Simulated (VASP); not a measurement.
AlRu, 2 atoms in the cell. It takes space group Fm-3m (No. 225, cubic). The conventional cell has a = 4.985 Å, b = 4.985 Å, c = 4.985 Å, α = 90.00°, β = 90.00°, γ = 90.00°. Al (site symmetry m-3m) has 6 Ru at 2.49 Å within 3.3 Å. Ru (site symmetry m-3m) has 6 Al at 2.49 Å within 3.3 Å. The cell was built from a structure type or drawn by symmetry, and may not be a known phase.

| Item | Value |
| --- | --- |
| Program | VASP 6.6.1 |
| Task | single point |
| Functional | PBE |
| Potentials or basis | VASP PAW PBE potentials, release 64 (Al, Ru_pv) |
| Cutoff | 520 eV |
| k mesh | 6 × 6 × 6 |
| Occupations | gaussian, width 0.1 eV |
| Spin | collinear spin, ferromagnetic start |
| Starting moments | [0.0, 1.0] μB |
| Dipole correction | no |
| Further INCAR settings | ALGO = Normal; EDIFF = 1e-07; NBANDS = 20 |

Potentials or basis: VASP PAW PBE potentials, release 64 (Al, Ru_pv).

Command:

```console
$ cat potpaw_PBE.64/Al/POTCAR potpaw_PBE.64/Ru_pv/POTCAR > POTCAR
$ mpirun -np 1 vasp_std > vasp.out
```

Hardware: 1 thread of AMD EPYC 7R13 (shared host).

Q: Estimate the wall time of this run.

A: Wall time 38 s on 1 thread of AMD EPYC 7R13, with other jobs on the host, peak memory 0.18 GiB. Counts: scf iterations 15, k points 16.
